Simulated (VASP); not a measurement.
Here is a VASP 6.6.1 calculation.

The input POSCAR:

```
CuI
1.0
    0.0000000000      3.0315000000      3.0315000000
    3.0315000000      0.0000000000      3.0315000000
    3.0315000000      3.0315000000      0.0000000000
I Cu
1 1
Direct
    0.0000000000      0.0000000000      0.0000000000
    0.7500000000      0.7500000000      0.7500000000
```

Contents of INCAR.step1:

```
SYSTEM = CuI
ALGO = Normal
EDIFF = 1E-5
ENCUT = 520
GGA = PE
ISIF = 2
ISMEAR = -1
LASPH = .True.
LCHARG = .False.
LREAL = .False.
LWAVE = .True.
NBANDS = 16
NELM = 100
PREC = Accurate
SIGMA = 0.05
```

The input INCAR.step2:

```
SYSTEM = CuI
AEXX = 0.25
ALGO = Normal
EDIFF = 1E-6
ENCUT = 520
GGA = PE
HFSCREEN = 0.2078699
ISIF = 2
ISMEAR = -1
ISTART = 1
LASPH = .True.
LCHARG = .False.
LHFCALC = .True.
LREAL = .False.
LWAVE = .False.
NBANDS = 16
NELM = 100
PREC = Accurate
PRECFOCK = Normal
SIGMA = 0.05
```

File KPOINTS:

```
k-points
0
Gamma
  4 4 4
  0 0 0
```

Potentials or basis: VASP PAW PBE potentials, release 64 (I, Cu).

The run is started by

```console
$ cat potpaw_PBE.64/I/POTCAR potpaw_PBE.64/Cu/POTCAR > POTCAR
$ cp INCAR.step1 INCAR
$ mpirun -np 1 vasp_std > vasp.out
$ cp INCAR.step2 INCAR
$ mpirun -np 1 vasp_std > vasp.out
```

Question: Predict the band gap on the k mesh.

Answer: 2.59 eV.

Question: What does it give for the pressure?

Answer: 0.6 GPa.

Caveat: the k points lie up to 0.45 Å⁻¹ apart; the PAW data sets were made with another functional, which shifts forces and pressure a little; spin-orbit coupling is left out, which moves the levels of the heavy elements.
